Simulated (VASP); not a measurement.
# BN (R3m) in VASP: a series of runs

Runs on BN. Level: LDA. Tasks: vibrations by perturbation theory.

All numbers are computed with VASP 6.6.1; they aren't measurements. Logs are shortened: lines on timing, memory, paths and dates and some standing lists are left out, and cuts for length are marked.

## 1. The cell of the first run

The structure is trigonal, space group R3m (No. 160). Conventional cell: a = 2.447 Å, b = 2.447 Å, c = 7.412 Å, α = 90.00°, β = 90.00°, γ = 120.00°. B (site symmetry 3m) has 3 N at 1.41 Å within 1.9 Å. N (site symmetry 3m) has 3 B at 1.41 Å within 1.9 Å.

## 2. Vibrations by perturbation theory, LDA

File INCAR:

```
SYSTEM = BN
PREC = Accurate ; ENCUT = 520
EDIFF = 1E-8 ; ISMEAR = 0
SIGMA = 0.01 ; LREAL = .False.
LASPH = .True. ; NELM = 100
ALGO = Normal ; ISIF = 2
LWAVE = .False. ; LCHARG = .False.
NBANDS = 11 ; IBRION = 8
NSW = 1 ; LEPSILON = .True.
```

File KPOINTS:

```
Automatic mesh
0
Gamma
  12 12 12
  0 0 0
```

File POSCAR:

```
BN
1.0
    1.2234639875      0.7063672625      2.4707040693
   -1.2234639875      0.7063672625      2.4707040693
    0.0000000000     -1.4127345250      2.4707040693
B N
1 1
Direct
    1.0047078832      1.0047078832      1.0047078832
    0.3277251168      0.3277251168      0.3277251168
```

Potentials or basis: VASP PAW LDA potentials, release 64 (B, N).

The run is started by

```bash
$ cat potpaw_LDA.64/B/POTCAR potpaw_LDA.64/N/POTCAR > POTCAR
$ mpirun -np 1 vasp_std > vasp.out
```

OUTCAR:

```text
SYSTEM = BN
   PREC = Accurate
   ENCUT = 520
   EDIFF = 1E-8
   ISMEAR = 0
   LREAL = .False.
   LASPH = .True.
   NELM = 100
   ISIF = 2
   IBRION = 8
   NSW = 1
   LEPSILON = .True.

 ion  position               nearest neighbor table
   1  0.005  0.005  0.005-   2 1.41   2 1.41   2 1.41
   2  0.328  0.328  0.328-   1 1.41   1 1.41   1 1.41

  LATTYP: Found a trigonal (rhomboedric) cell.
 ALAT       =     2.8460845800
 COS(alpha) =     0.6304129275

  Lattice vectors:

 A1 = (   1.2234639875,   0.7063672625,   2.4707040693)
 A2 = (  -1.2234639875,   0.7063672625,   2.4707040693)
 A3 = (   0.0000000000,  -1.4127345250,   2.4707040693)

Analysis of symmetry for initial positions (statically):
=====================================================================
 Subroutine PRICEL returns:
 Original cell was already a primitive cell.

 Routine SETGRP: Setting up the symmetry group for a
 trigonal (rhombohedral) supercell.

 Subroutine GETGRP returns: Found  6 space group operations
 (whereof  6 operations were pure point group operations)
 out of a pool of 12 trial point group operations.

The static configuration has the point symmetry C_3v.

Analysis of symmetry for dynamics (positions and initial velocities):
=====================================================================
 Subroutine PRICEL returns:
 Original cell was already a primitive cell.

 Routine SETGRP: Setting up the symmetry group for a
 trigonal (rhombohedral) supercell.

 Subroutine GETGRP returns: Found  6 space group operations
 (whereof  6 operations were pure point group operations)
 out of a pool of 12 trial point group operations.

The dynamic configuration has the point symmetry C_3v.

 Subroutine INISYM returns: Found  6 space group operations
 (whereof  6 operations are pure point group operations),
 and found     1 'primitive' translations

----------------------------------------------------------------------------------------

                                     Primitive cell

  volume of cell :      12.8113

  direct lattice vectors                    reciprocal lattice vectors
     1.223463987  0.706367263  2.470704069     0.408675699  0.235949025  0.134914309
    -1.223463987  0.706367263  2.470704069    -0.408675699  0.235949025  0.134914309
     0.000000000 -1.412734525  2.470704069     0.000000000 -0.471898049  0.134914309

  length of vectors
     2.846084580  2.846084580  2.846084580     0.490805094  0.490805094  0.490805094

  position of ions in fractional coordinates (direct lattice)
     0.004707883  0.004707883  0.004707883
     0.327725117  0.327725117  0.327725117

  ion indices of the primitive-cell ions
   primitive index   ion index
                 1           1
                 2           2

----------------------------------------------------------------------------------------

 KPOINTS: Automatic mesh

Automatic generation of k-mesh.
 Grid dimensions read from file:
 generate k-points for:   12   12   12

 Generating k-lattice:

  Cartesian coordinates                     Fractional coordinates (reciprocal lattice)
[... 496 lines left out ...]
------------------------ aborting loop because EDIFF is reached ----------------------------------------

--------------------------------------- Ionic step        3  -------------------------------------------

------------------------ aborting loop because EDIFF is reached ----------------------------------------

 PIEZOELECTRIC TENSOR FIELD DIRECTION 3  (e Angst)
 -----------------------------------------------------------------------------
     0.40576  0.00000 -0.00000           (  0.00431  0.00000  0.00000)
     0.00000  0.40576 -0.00000           (  0.00000  0.00431 -0.00000)
     0.00000  0.00000 -1.11746           (  0.00000 -0.00000 -0.00462)

 PIEZOELECTRIC TENSOR FIELD DIRECTION 3  (C/m^2)
 -----------------------------------------------------------------------------
     0.50744  0.00000 -0.00000
     0.00000  0.50744 -0.00000
     0.00000  0.00000 -1.39750

--------------------------------------- Ionic step        4  -------------------------------------------

------------------------ aborting loop because EDIFF is reached ----------------------------------------

[... ionic steps 5 to 5 ...]

--------------------------------------- Ionic step        6  -------------------------------------------

------------------------ aborting loop because EDIFF is reached ----------------------------------------

--------------------------------------- Ionic step        7  -------------------------------------------

------------------------ aborting loop because EDIFF is reached ----------------------------------------

[... ionic steps 8 to 8 ...]

--------------------------------------- Ionic step        9  -------------------------------------------

 Free energy of the ion-electron system (eV)
  ---------------------------------------------------
  ---------------------------------------------------
  free energy    TOTEN  =        -0.23371276 eV

  energy without entropy =       -0.23371276

------------------------ aborting loop because EDIFF is reached ----------------------------------------

 INTERNAL STRAIN TENSOR  FOR ION    2  DIRECTION 3   (eV/Angst):
 -----------------------------------------------------------------------------
    -0.51602  0.00000  0.00000
     0.00000 -0.51602 -0.00000
     0.00000  0.00000  8.13241

 MACROSCOPIC STATIC DIELECTRIC TENSOR (including local field effects in DFT)
 ------------------------------------------------------
           5.593510     0.000000     0.000000
           0.000000     5.593510     0.000000
           0.000000    -0.000000     4.951165
 ------------------------------------------------------

 PIEZOELECTRIC TENSOR (including local field effects)  for field in x, y, z        (e  Angst)
          XX          YY          ZZ          XY          YZ          ZX
  --------------------------------------------------------------------------------
  x     0.00000     0.00000     0.00000     1.15454     0.00000     0.13752
  y     1.15454    -1.15454     0.00000     0.00000     0.13752     0.00000
  z     0.40576     0.40576    -1.11746     0.00000     0.00000     0.00000

 PIEZOELECTRIC TENSOR (including local field effects)  for field in x, y, z        (C/m^2)
          XX          YY          ZZ          XY          YZ          ZX
  --------------------------------------------------------------------------------
  x     0.00000     0.00000     0.00000     1.44387     0.00000     0.17198
  y     1.44387    -1.44387     0.00000     0.00000     0.17198     0.00000
  z     0.50744     0.50744    -1.39750     0.00000     0.00000     0.00000

 BORN EFFECTIVE CHARGES (including local field effects) (in |e|, cummulative output)
 ---------------------------------------------------------------------------------
 ion    1
    1     2.55222     0.00000     0.00000
    2     0.00000     2.55222     0.00000
    3     0.00000     0.00000     1.74821
 ion    2
    1    -2.55222     0.00000     0.00000
    2     0.00000    -2.55222     0.00000
    3     0.00000     0.00000    -1.74821

 INTERNAL STRAIN TENSOR FOR ION    2 for displacements in x,y,z  (eV/Angst):
          X           Y           Z          XY          YZ          ZX
  --------------------------------------------------------------------------------
  x     0.00000     0.00000     0.00000    17.25420     0.00000     3.12212
  y    17.25420   -17.25420     0.00000     0.00000     2.74588     0.00000
  z    -0.51602    -0.51602     8.13241     0.00000     0.00000     0.00000

 SECOND DERIVATIVES (NOT SYMMETRIZED)
 ------------------------------------
               1X          1Y          1Z          2X          2Y          2Z
  1X   -48.646277    0.000000    0.000000   48.646277    0.000000    0.000000
  1Y     0.000000  -48.646277    0.000000    0.000000   48.646277    0.000000
  1Z     0.000000    0.000000   -6.489391    0.000000    0.000000    6.489391
  2X    48.655737    0.000000    0.000000  -48.655737    0.000000    0.000000
  2Y    -0.000000   48.655737    0.000000    0.000000  -48.655737    0.000000
  2Z     0.000000    0.000000    6.485222    0.000000    0.000000   -6.485222

 Eigenvectors and eigenvalues of the dynamical matrix
 ----------------------------------------------------

   1 f  =   44.148134 THz   277.390908 2PiTHz 1472.623243 cm-1   182.581930 meV
             X         Y         Z           dx          dy          dz
      0.000000  0.000000  0.034895     0.751156    0.000000    0.000000
      0.000000  0.000000  2.429135    -0.660125    0.000000    0.000000
[... 21 lines left out ...]
   6 f/i=    0.002568 THz     0.016137 2PiTHz    0.085671 cm-1     0.010622 meV
             X         Y         Z           dx          dy          dz
      0.000000  0.000000  0.034895     0.000000    0.000000   -0.659969
      0.000000  0.000000  2.429135     0.000000    0.000000   -0.751293

--------------------------------------------------------------------------------------------------------

 MACROSCOPIC STATIC DIELECTRIC TENSOR IONIC CONTRIBUTION
 ------------------------------------------------------
           1.891113     0.000000     0.000000
           0.000000     1.891113     0.000000
           0.000000     0.000000     6.654216
 ------------------------------------------------------

 ELASTIC MODULI CONTR FROM IONIC RELAXATION (kBar)
 Direction    XX          YY          ZZ          XY          YZ          ZX
 --------------------------------------------------------------------------------
 XX        -766.5857    756.0823     81.8249     -0.0000   -124.4210     -0.0000
 YY         756.0823   -766.5857     81.8249      0.0000    124.4210      0.0000
 ZZ          81.8249     81.8249  -1274.8885      0.0000      0.0000      0.0000
 XY          -0.0000      0.0000      0.0000   -761.3340     -0.0000   -133.3942
 YZ        -124.4210    124.4210      0.0000     -0.0000    -20.3335     -0.0000
 ZX          -0.0000      0.0000      0.0000   -133.3942     -0.0000    -23.3722
 --------------------------------------------------------------------------------

 PIEZOELECTRIC TENSOR IONIC CONTR  for field in x, y, z        (C/m^2)
          XX          YY          ZZ          XY          YZ          ZX
  --------------------------------------------------------------------------------
  x    -0.00000     0.00000     0.00000    -1.12906    -0.00000    -0.19782
  y    -1.12906     1.12906     0.00000    -0.00000    -0.18452     0.00000
  z     0.17590     0.17590    -2.74067     0.00000     0.00000     0.00000
```

It took 11 min on 1 thread of Intel Xeon 8259CL, shared host; peak memory 0.41 GiB.

What came out:

```yaml
Electronic_dielectric_tensor_diagonal: 5.59, 5.59, 4.95
Born_charges_mean_of_the_diagonal: B +2.28; N -2.28 e
Highest_phonon_frequency_at_Γ_LO-TO_splitting_left_out: 1473 cm⁻¹
```

Phonon frequencies in cm⁻¹ (negative: imaginary):
```tsv
q point	frequencies
(0.000, 0.000, 0.000)	0 0 0 538 1473 1473
```

Electronic dielectric tensor:
```
5.59 0.00 0.00
0.00 5.59 0.00
0.00 0.00 4.95
```

Born effective charge tensors (e):
atom 1, B
```
2.55 0.00 0.00
0.00 2.55 0.00
0.00 0.00 1.75
```
atom 2, N
```
-2.55  0.00  0.00
 0.00 -2.55  0.00
 0.00  0.00 -1.75
```

Caveat: the cell stands under pressure or tension, which shifts response properties.

[end of part 1 of 2]
